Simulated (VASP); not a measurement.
# Cr (R-3m) in VASP: a series of runs

The runs below take Cr through electric field gradients, with PBE.

All numbers are computed with VASP 6.6.1; they aren't measurements. Logs are shortened: lines on timing, memory, paths and dates and some standing lists are left out, and cuts for length are marked.

## Step 1: The cell of the first run

The structure is trigonal, space group R-3m (No. 166). Conventional cell: a = 4.140 Å, b = 4.140 Å, c = 2.423 Å, α = 90.00°, β = 90.00°, γ = 120.00°. Cr (site symmetry -3m) has 14 Cr at 2.42 to 2.88 Å within 3.2 Å.

## Step 2: Electric field gradients, PBE, collinear spin, ferromagnetic start (equal xy, yz and zx shear strains of -3 %)

Input file INCAR:

```
SYSTEM = Cr
ALGO = Normal
EDIFF = 1E-8
ENCUT = 520
GGA = PE
ISIF = 2
ISMEAR = -1
ISPIN = 2
LASPH = .True.
LCHARG = .False.
LEFG = .True.
LMAXMIX = 4
LORBIT = 11
LREAL = .False.
LWAVE = .False.
MAGMOM = 3
NBANDS = 16
NELM = 150
PREC = Accurate
SIGMA = 0.08
```

Input file KPOINTS:

```
k-points
0
Gamma
  18 18 18
  0 0 0
```

Input file POSCAR:

```
Cr
1.0
   -1.4852085000      1.4419500000      1.4419500000
    1.4419500000     -1.4852085000      1.4419500000
    1.4419500000      1.4419500000     -1.4852085000
Cr
1
Direct
    0.0000000000      0.0000000000      0.0000000000
```

Potentials or basis: VASP PAW PBE potentials, release 64 (Cr_pv).

Launch:

```bash
$ cat potpaw_PBE.64/Cr_pv/POTCAR > POTCAR
$ mpirun -np 1 vasp_std > vasp.out
```

OUTCAR:

```text
SYSTEM = Cr
   EDIFF = 1E-8
   ENCUT = 520
   GGA = PE
   ISIF = 2
   ISMEAR = -1
   ISPIN = 2
   LASPH = .True.
   LORBIT = 11
   LREAL = .False.
   NELM = 150
   PREC = Accurate

 ion  position               nearest neighbor table
   1  0.000  0.000  0.000-

  LATTYP: Found a trigonal (rhomboedric) cell.
 ALAT       =     2.5227532367
 COS(alpha) =    -0.3463033748

  Lattice vectors:

 A1 = (  -1.4852085000,   1.4419500000,   1.4419500000)
 A2 = (   1.4419500000,  -1.4852085000,   1.4419500000)
 A3 = (   1.4419500000,   1.4419500000,  -1.4852085000)

Analysis of symmetry for initial positions (statically):
=====================================================================
 Subroutine PRICEL returns:
 Original cell was already a primitive cell.

 Routine SETGRP: Setting up the symmetry group for a
 trigonal (rhombohedral) supercell.

 Subroutine GETGRP returns: Found 12 space group operations
 (whereof 12 operations were pure point group operations)
 out of a pool of 12 trial point group operations.

The static configuration has the point symmetry D_3d.

Analysis of symmetry for dynamics (positions and initial velocities):
=====================================================================
 Subroutine PRICEL returns:
 Original cell was already a primitive cell.

 Routine SETGRP: Setting up the symmetry group for a
 trigonal (rhombohedral) supercell.

 Subroutine GETGRP returns: Found 12 space group operations
 (whereof 12 operations were pure point group operations)
 out of a pool of 12 trial point group operations.

The dynamic configuration has the point symmetry D_3d.

Analysis of structural, dynamic, and magnetic symmetry:
=====================================================================
 Subroutine PRICEL returns:
 Original cell was already a primitive cell.

 Routine SETGRP: Setting up the symmetry group for a
 trigonal (rhombohedral) supercell.

 Subroutine GETGRP returns: Found 12 space group operations
 (whereof 12 operations were pure point group operations)
 out of a pool of 12 trial point group operations.

The overall configuration has the point symmetry D_3d.

 Subroutine INISYM returns: Found 12 space group operations
 (whereof 12 operations are pure point group operations),
 and found     1 'primitive' translations

[... 141 lines left out ...]
 E-fermi :  10.4663     XC(G=0): -13.4594

 val. band max:       10.4618851686   @ k =  -0.3889  -0.4444   0.2778
 cond. band min:      10.4683721125   @ k =  -0.3889   0.5000   0.2778
 fundamental gap:      0.0064869438
 Fermi energy:        10.4663239417

 spin component 1

 k-point     1 :       0.0000    0.0000    0.0000
  band No.  band energies     occupation
      1     -32.3446      1.00000
      2     -32.3446      1.00000
      3     -32.2562      1.00000
      4       2.7367      1.00000
      5       9.2485      1.00000
      6       9.7312      0.99990
[... 435 lines left out ...]
      5       9.1608      1.00000
      6       9.2984      1.00000
[... 8 lines left out ...]
     15      38.0061      0.00000
     16      40.4030      0.00000

 [... further k-points ...]

 spin component 2

 k-point     1 :       0.0000    0.0000    0.0000
  band No.  band energies     occupation
      1     -32.3446      1.00000
      2     -32.3446      1.00000
      3     -32.2562      1.00000
      4       2.7367      1.00000
      5       9.2485      1.00000
      6       9.7312      0.99990
[... 435 lines left out ...]
      5       9.1608      1.00000
      6       9.2984      1.00000
[... 8 lines left out ...]
     15      38.0061      0.00000
     16      40.4029      0.00000

 [... further k-points ...]
[... 5 lines left out ...]
  --------------------------------------------------------------------------------------
  -------------------------------------------------------------------------------------
  Total       -0.6617156     -0.6617156     -0.6617156      0.2101679      0.2101679      0.2101679
  in kB      -88.4641958    -88.4641958    -88.4641958     28.0971704     28.0971704     28.0971704
  external PRESSURE =     -88.4641958 kB  Pullay stress =       0.0000000 kB

 VOLUME and BASIS-vectors are now :
 -----------------------------------------------------------------------------
  energy-cutoff  :      520.00
  volume of cell :       11.98
      direct lattice vectors                 reciprocal lattice vectors
    -1.485208500  1.441950000  1.441950000     0.010565822  0.352194060  0.352194060
     1.441950000 -1.485208500  1.441950000     0.352194060  0.010565822  0.352194060
     1.441950000  1.441950000 -1.485208500     0.352194060  0.352194060  0.010565822

 POSITION                                       TOTAL-FORCE (eV/Angst)
 -----------------------------------------------------------------------------------
      0.00000      0.00000      0.00000        -0.000000     -0.000000      0.000000
 -----------------------------------------------------------------------------------
    total drift:                                0.000000     -0.000000      0.000000

  FREE ENERGIE OF THE ION-ELECTRON SYSTEM (eV)
  ---------------------------------------------------
  free  energy   TOTEN  =        -9.4995848259 eV

  energy  without entropy=       -9.4823161057  energy(sigma->0) =       -9.49095047

 Electric field gradients (V/A^2)
---------------------------------------------------------------------
 ion       V_xx      V_yy      V_zz      V_xy      V_xz      V_yz
---------------------------------------------------------------------
   1       0.000    -0.000     0.000     1.233     1.233     1.233
---------------------------------------------------------------------

 Electric field gradients after diagonalization (V/A^2)
 (convention: |V_zz| > |V_xx| > |V_yy|)
----------------------------------------------------------------------
 ion       V_xx      V_yy      V_zz     asymmetry (V_yy - V_xx)/ V_zz
----------------------------------------------------------------------
   1      -1.233    -1.233     2.465       0.000
----------------------------------------------------------------------

           NMR quadrupolar parameters

 Cq : quadrupolar parameter    Cq=e*Q*V_zz/h
 eta: asymmetry parameters     (V_yy - V_xx)/ V_zz
 Q  : nuclear electric quadrupole moment in mb (millibarn)
----------------------------------------------------------------------
 ion       Cq(MHz)       eta       Q (mb)
----------------------------------------------------------------------
   1       0.006       0.000       1.000
----------------------------------------------------------------------

 total charge

# of ion       s       p       d       tot
------------------------------------------
    1        0.427   6.382   4.174  10.983

 magnetization (x)

# of ion       s       p       d       tot
------------------------------------------
    1       -0.000  -0.000   0.000   0.000
```

It took 3.7 min on 1 thread of Intel Xeon Platinum 8259CL at 2.50GHz (Skylake/Cascade Lake), shared host; peak memory 0.27 GiB.

Results:

```
Free energy                                           : -9.4996 eV
Pressure                                              : -8.8 GPa
Band gap on the k mesh                                : zero (filled and empty bands overlap)
Net moment                                            : 0.00 μB per cell
Largest electric field gradient by atom               : Cr +2.5 V/Å²
Valence electrons inside the program's atomic spheres : Cr 10.98
```

Electric field gradients, principal values (V/Å²):
```
atom   least  middle  greatest (by size)
1 Cr  -1.233  -1.233               2.465
```

Caveat: the cell differs from its parent crystal (equal xy, yz and zx shear strains of -3 %); the cell stands under tension; the moments typed at the start vanished in this run; without QUAD_EFG the Cq values of the log hold for a quadrupole moment of 1 mb, not for the nuclei.

## Step 3: Electric field gradients, PBE, collinear spin, ferromagnetic start (equal xy, yz and zx shear strains of -3 %)

Input file INCAR:

```
PREC = Accurate ; ENCUT = 520
EDIFF = 1E-8 ; ISMEAR = -1
SIGMA = 0.08 ; LREAL = False
LASPH = True ; NELM = 150
ALGO = Normal ; ISIF = 2
LWAVE = False ; LCHARG = False
ISPIN = 2 ; MAGMOM = 3
LORBIT = 11 ; LMAXMIX = 4
GGA = PE ; LEFG = True
NBANDS = 16
```

Input file KPOINTS:

```
regular mesh
0
Gamma
  18 18 18
```

POSCAR is that of step 2.

Potentials or basis: VASP PAW PBE potentials, release 64 (Cr_pv).

Launch:

```bash
$ cat potpaw_PBE.64/Cr_pv/POTCAR > POTCAR
$ mpirun -np 1 vasp_std > vasp.out
```

OUTCAR:

```text
PREC = Accurate
   ENCUT = 520
   EDIFF = 1E-8
   ISMEAR = -1
   LREAL = False
   LASPH = True
   NELM = 150
   ISIF = 2
   ISPIN = 2
   LORBIT = 11
   GGA = PE

 ion  position               nearest neighbor table
   1  0.000  0.000  0.000-

  LATTYP: Found a trigonal (rhomboedric) cell.
 ALAT       =     2.5227532367
 COS(alpha) =    -0.3463033748

  Lattice vectors:

 A1 = (  -1.4852085000,   1.4419500000,   1.4419500000)
 A2 = (   1.4419500000,  -1.4852085000,   1.4419500000)
 A3 = (   1.4419500000,   1.4419500000,  -1.4852085000)

Analysis of symmetry for initial positions (statically):
=====================================================================
 Subroutine PRICEL returns:
 Original cell was already a primitive cell.

 Routine SETGRP: Setting up the symmetry group for a
 trigonal (rhombohedral) supercell.

 Subroutine GETGRP returns: Found 12 space group operations
 (whereof 12 operations were pure point group operations)
 out of a pool of 12 trial point group operations.

The static configuration has the point symmetry D_3d.

Analysis of symmetry for dynamics (positions and initial velocities):
=====================================================================
 Subroutine PRICEL returns:
 Original cell was already a primitive cell.

 Routine SETGRP: Setting up the symmetry group for a
 trigonal (rhombohedral) supercell.

 Subroutine GETGRP returns: Found 12 space group operations
 (whereof 12 operations were pure point group operations)
 out of a pool of 12 trial point group operations.

The dynamic configuration has the point symmetry D_3d.

[... 622 lines left out ...]
     16      40.4030      0.00000

 [... further k-points ...]

 spin component 2

 k-point     1 :       0.0000    0.0000    0.0000
  band No.  band energies     occupation
      1     -32.3446      1.00000
      2     -32.3446      1.00000
      3     -32.2562      1.00000
      4       2.7367      1.00000
      5       9.2485      1.00000
      6       9.7312      0.99990
[... 435 lines left out ...]
      5       9.1608      1.00000
      6       9.2984      1.00000
[... 8 lines left out ...]
     15      38.0061      0.00000
     16      40.4029      0.00000

 [... further k-points ...]
[... 5 lines left out ...]
  --------------------------------------------------------------------------------------
  -------------------------------------------------------------------------------------
  Total       -0.6617156     -0.6617156     -0.6617156      0.2101679      0.2101679      0.2101679
  in kB      -88.4641958    -88.4641958    -88.4641958     28.0971704     28.0971704     28.0971704
  external PRESSURE =     -88.4641958 kB  Pullay stress =       0.0000000 kB

 VOLUME and BASIS-vectors are now :
 -----------------------------------------------------------------------------
  energy-cutoff  :      520.00
  volume of cell :       11.98
      direct lattice vectors                 reciprocal lattice vectors
    -1.485208500  1.441950000  1.441950000     0.010565822  0.352194060  0.352194060
     1.441950000 -1.485208500  1.441950000     0.352194060  0.010565822  0.352194060
     1.441950000  1.441950000 -1.485208500     0.352194060  0.352194060  0.010565822

 POSITION                                       TOTAL-FORCE (eV/Angst)
 -----------------------------------------------------------------------------------
      0.00000      0.00000      0.00000        -0.000000     -0.000000      0.000000
 -----------------------------------------------------------------------------------
    total drift:                                0.000000     -0.000000      0.000000

  FREE ENERGIE OF THE ION-ELECTRON SYSTEM (eV)
  ---------------------------------------------------
  free  energy   TOTEN  =        -9.4995848259 eV

  energy  without entropy=       -9.4823161057  energy(sigma->0) =       -9.49095047

 Electric field gradients (V/A^2)
---------------------------------------------------------------------
 ion       V_xx      V_yy      V_zz      V_xy      V_xz      V_yz
---------------------------------------------------------------------
   1       0.000    -0.000     0.000     1.233     1.233     1.233
---------------------------------------------------------------------

 Electric field gradients after diagonalization (V/A^2)
 (convention: |V_zz| > |V_xx| > |V_yy|)
----------------------------------------------------------------------
 ion       V_xx      V_yy      V_zz     asymmetry (V_yy - V_xx)/ V_zz
----------------------------------------------------------------------
   1      -1.233    -1.233     2.465       0.000
----------------------------------------------------------------------

           NMR quadrupolar parameters

 Cq : quadrupolar parameter    Cq=e*Q*V_zz/h
 eta: asymmetry parameters     (V_yy - V_xx)/ V_zz
 Q  : nuclear electric quadrupole moment in mb (millibarn)
----------------------------------------------------------------------
 ion       Cq(MHz)       eta       Q (mb)
----------------------------------------------------------------------
   1       0.006       0.000       1.000
----------------------------------------------------------------------

 total charge

# of ion       s       p       d       tot
------------------------------------------
    1        0.427   6.382   4.174  10.983

 magnetization (x)

# of ion       s       p       d       tot
------------------------------------------
    1       -0.000  -0.000   0.000   0.000
```

OSZICAR:

```text
N       E                     dE             d eps       ncg     rms          rms(c)
DAV:   1     0.812557315200E+02    0.81256E+02   -0.61976E+03 37960   0.855E+02
DAV:   2    -0.822602037963E+01   -0.89482E+02   -0.85132E+02 40344   0.246E+02
DAV:   3    -0.973139631776E+01   -0.15054E+01   -0.15018E+01 42216   0.351E+01
DAV:   4    -0.973679600945E+01   -0.53997E-02   -0.53996E-02 43304   0.209E+00
DAV:   5    -0.973683714154E+01   -0.41132E-04   -0.41133E-04 42392   0.164E-01    0.179E+01
DAV:   6    -0.945377631471E+01    0.28306E+00   -0.21449E+00 38304   0.256E+01    0.384E+00
DAV:   7    -0.949939041104E+01   -0.45614E-01   -0.15679E-01 39072   0.304E+00    0.228E+00
DAV:   8    -0.950314981534E+01   -0.37594E-02   -0.53963E-03 41224   0.884E-01    0.945E-01
DAV:   9    -0.949924172404E+01    0.39081E-02   -0.17864E-03 41200   0.465E-01    0.265E-01
DAV:  10    -0.949957319660E+01   -0.33147E-03   -0.32389E-04 40080   0.175E-01    0.557E-02
DAV:  11    -0.949958939145E+01   -0.16195E-04   -0.12930E-05 44064   0.296E-02    0.229E-02
DAV:  12    -0.949958738786E+01    0.20036E-05   -0.14572E-06 40144   0.932E-03    0.888E-03
DAV:  13    -0.949958495238E+01    0.24355E-05   -0.60660E-07 39592   0.631E-03    0.321E-03
DAV:  14    -0.949958480944E+01    0.14294E-06   -0.16481E-07 38976   0.481E-03    0.571E-04
DAV:  15    -0.949958482172E+01   -0.12273E-07   -0.61640E-09 30376   0.849E-04    0.210E-04
DAV:  16    -0.949958482586E+01   -0.41437E-08   -0.12947E-09 19224   0.315E-04
   1 F= -.94995848E+01 E0= -.94909505E+01  d E =-.172687E-01  mag=     0.0000
```

stdout:

```text
POSCAR found type information on POSCAR Cr
 POSCAR found :  1 types and       1 ions
 scaLAPACK will be used
 LDA part: xc-table for (Slater+PW92), standard interpolation
 POSCAR, INCAR and KPOINTS ok, starting setup
 FFT: planning ... GRIDC
 FFT: planning ... GRID_SOFT
 FFT: planning ... GRID
 WAVECAR not read
 entering main loop
ion   1
```

It took 3.7 min on 1 thread of Intel Xeon Platinum 8259CL at 2.50GHz (Skylake/Cascade Lake), shared host; peak memory 0.27 GiB.

What came out:

- Free energy: -9.4996 eV
- Pressure: -8.8 GPa
- Band gap on the k mesh: zero (filled and empty bands overlap)
- Net moment: 0.00 μB per cell
- Largest electric field gradient by atom: Cr +2.5 V/Å²
- Valence electrons inside the program's atomic spheres: Cr 10.98

Stress tensor (GPa, compression positive):
```
-8.85  2.81  2.81
 2.81 -8.85  2.81
 2.81  2.81 -8.85
```

Electric field gradients, principal values (V/Å²):
| atom | least | middle | greatest (by size) |
| --- | --- | --- | --- |
| 1 Cr | -1.233 | -1.233 | 2.465 |

Caveat: the cell differs from its parent crystal (equal xy, yz and zx shear strains of -3 %); the cell stands under tension; the moments typed at the start vanished in this run; without QUAD_EFG the Cq values of the log hold for a quadrupole moment of 1 mb, not for the nuclei.

[end of part 1 of 2]
